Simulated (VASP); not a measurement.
CsMgBiO3: single point with r2SCAN+D3(BJ)

Crystal: CsMgBiO3.

```
Bi Cs Mg O
1.0
     3.23052    1.86514    3.79701
    -3.23052    1.86514    3.79701
     0.00000   -3.73028    3.79701
Bi Cs Mg O
1 1 1 3
Direct
  0.56530 0.56530 0.56530
  0.91728 0.91728 0.91728
  0.30219 0.30219 0.30219
  0.98224 0.49139 0.49139
  0.49139 0.49139 0.98224
  0.49139 0.98224 0.49139
```

```
Program                : VASP 6.6.1
Task                   : single point
Functional             : r2SCAN
Dispersion             : D3(BJ)
Potentials or basis    : VASP PAW PBE potentials, release 64 (Bi_d, Cs_sv, Mg, O)
Cutoff                 : 520 eV
k mesh                 : 6 × 6 × 6
Occupations            : fermi-dirac, width 0.05 eV
Spin                   : no spin polarisation
Dipole correction      : no
Further INCAR settings : ALGO = Normal; EDIFF = 1e-07; NBANDS = 31
```

```yaml
Pressure: -2.5 GPa
Largest_force: 0.634 eV/Å
Band_gap_on_the_k_mesh: 2.98 eV (least direct gap 3.03 eV)
Dispersion_energy_per_atom: -0.084 eV
```

Forces in eV/Å, atoms in the order of the input:
```
Bi   0.000  0.000  0.634
Cs   0.000  0.000 -0.078
Mg   0.000  0.000  0.196
O   -0.196 -0.113 -0.251
O    0.000  0.226 -0.251
O    0.196 -0.113 -0.251
```

Stress tensor (GPa, compression positive):
```
-3.16  0.00  0.00
 0.00 -3.16  0.00
 0.00  0.00 -1.10
```

Levels at points of the mesh, in eV from the valence-band top:
```csv
k point,band 20,band 21,band 22,band 23,band 24,band 25
"(0.00, 0.00, 0.00)",-1.42,-1.42,-1.04,3.27,5.14,5.14
"(0.50, 0.00, 0.00)",-1.50,-1.36,-1.00,3.43,4.93,5.28
"(0.50, 0.50, 0.00)",-1.47,-1.27,-0.44,3.39,4.06,4.55
"(0.50, 0.50, 0.50)",-1.38,-0.97,0.00,3.03,3.18,3.18
```

Run time: 4.8 min on 1 thread of Intel(R) Xeon(R) Platinum 8488C (Sapphire Rapids), with other jobs on the host, peak memory 0.36 GiB.

Caveat: three body term missing; the PAW data sets were made with another functional, which shifts forces and pressure a little; spin-orbit coupling is left out, which moves the levels of the heavy elements. A k mesh can miss the band edges.
